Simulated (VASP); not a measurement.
Crystal: MoS2.

```
CELL_PARAMETERS angstrom
0.00000 2.93240 2.93240
2.93240 0.00000 2.93240
2.93240 2.93240 0.00000
ATOMIC_POSITIONS crystal
Mo 0.00000 0.00000 0.00000
S 0.25000 0.25000 0.25000
S 0.75000 0.75000 0.75000
```

Base run:

| Quantity | Value |
| --- | --- |
| Program | VASP 6.6.1 |
| Functional | PBEsol |
| Potentials or basis | VASP PAW PBE potentials, release 64 (Mo_sv, S) |
| Cutoff | 520 eV |
| k mesh | 6 × 6 × 6 |
| Occupations | fermi-dirac, width 0.02 eV |
| Spin | no spin polarisation |

Its results: band gap on the k mesh zero (bands 13 and 14 overlap by 0.78 eV); pressure -4.5 GPa.

**Question.** The run is repeated on the same cell with these changes: occupations from fermi-dirac, width 0.02 eV to fermi-dirac, width 0.2 eV. What comes out?

**Answer.** Band gap on the k mesh zero (bands 13 and 14 overlap by 0.78 eV); pressure -3.6 GPa.

Caveats: the cell stands under tension; the PAW data sets were made with another functional, which shifts forces and pressure a little.
